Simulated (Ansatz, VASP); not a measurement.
**Hg: VASP beside Ansatz**

File INCAR:

```
PREC = Accurate ; ENCUT = 520
EDIFF = 1E-7 ; ISMEAR = 0
SIGMA = 0.15 ; LREAL = F
LASPH = T ; NELM = 100
ALGO = Fast ; ISIF = 2
LWAVE = F ; LCHARG = T
GGA = PE ; IVDW = 12
LELF = T ; LVHAR = T
NBANDS = 19
```

The input KPOINTS:

```
Automatic mesh
0
Gamma
  15 15 8
```

Contents of POSCAR:

```
Hg
1.0
    3.3522124042      0.0000000000      0.0000000000
   -1.6761062021      2.9031011009      0.0000000000
    0.0000000000      0.0000000000      5.7619000000
Hg
2
Direct
    0.6666666667      0.3333333333      0.7500000000
    0.3333333333      0.6666666667      0.2500000000
```

Input for Ansatz:

```yaml
crystal:
  lattice:
    - [3.3522124042, 0.0, 0.0]
    - [-1.6761062021, 2.9031011009, 0.0]
    - [0.0, 0.0, 5.7619]
  atoms:
    - { symbol: Hg, position: [0.6666666667, 0.3333333333, 0.75] }
    - { symbol: Hg, position: [0.3333333333, 0.6666666667, 0.25] }
basis:
  ecutwfc: 420
kpoints:
  mp_grid: { grid: [15, 15, 8] }
hamiltonian:
  xc: pbe
  dispersion: d3bj
scf:
  occupations: { method: gaussian, width: 0.15 }
output:
  forces: true
  stress: true
  eigenvalues: true
```

Alike in both runs: task single point; functional PBE; dispersion D3(BJ); k mesh 15 × 15 × 8; occupations gaussian, width 0.15 eV; no spin polarisation.

```csv
,VASP,Ansatz
version,VASP 6.6.1,Ansatz 0.2.0
potentials or method,"VASP PAW PBE potentials, release 64 (Hg), cutoff 520 eV","scalar-relativistic, plane waves, PAW"
valence electrons in the cell,24,40
```

|  | VASP | Ansatz | Ansatz less VASP |
| --- | --- | --- | --- |
| gap on the k mesh at the Fermi level (eV) | none | none | - |
| pressure (GPa) | -0.9 | -1.0 | -0.12 |
| traceless stress, the component that is largest in VASP (GPa) | -0.81 | -0.78 | +0.030 |

A gap of «none» marks a metal or a gap that the smearing closes. VASP's potentials hold 24 valence electrons a cell and Ansatz's 40, so a difference there can come from the potentials and not from the codes.

Spin-orbit coupling is off throughout.
